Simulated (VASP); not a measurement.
AlN, 4 atoms in the cell. The structure is monoclinic, space group Cc (No. 9). The conventional cell has a = 3.123 Å, b = 5.350 Å, c = 4.868 Å, α = 90.00°, β = 107.29°, γ = 90.00°. Within 2.3 Å of Al (site symmetry 1) lie 4 N at 1.74 to 2.02 Å. N (site symmetry 1) has 4 Al at 1.74 to 2.02 Å within 2.3 Å.  This cell differs from its parent crystal: engineering shear strain xz -0.3000, normal strain along z -0.0267.

| Quantity | Value |
| --- | --- |
| Program | VASP 6.6.1 |
| Task | relaxation of the atoms |
| Functional | LDA |
| Potentials or basis | VASP PAW LDA potentials, release 64 (Al, N) |
| Cutoff | 520 eV |
| k mesh | 9 × 9 × 6 |
| Occupations | gaussian, width 0.05 eV |
| Spin | no spin polarisation |
| Dipole correction | no |
| Further INCAR settings | ALGO = Normal; EDIFF = 1e-06; IBRION = 2; EDIFFG = -0.01; NSW = 50 |

Potentials or basis: VASP PAW LDA potentials, release 64 (Al, N).

The run is started by

```bash
$ cat potpaw_LDA.64/Al/POTCAR potpaw_LDA.64/N/POTCAR > POTCAR
$ mpirun -np 1 vasp_std > vasp.out
```

Hardware: 1 thread of Intel(R) Xeon(R) Platinum 8275CL CPU @ 3.00GHz (Skylake/Cascade Lake), on a shared host.

Task: Estimate the wall time of this run.

Result: Run time: 3.4 min on 1 thread of Intel(R) Xeon(R) Platinum 8275CL CPU @ 3.00GHz (Skylake/Cascade Lake) (shared host), peak memory 0.18 GiB. Counts: scf iterations 69, k points 140, ion steps 12.
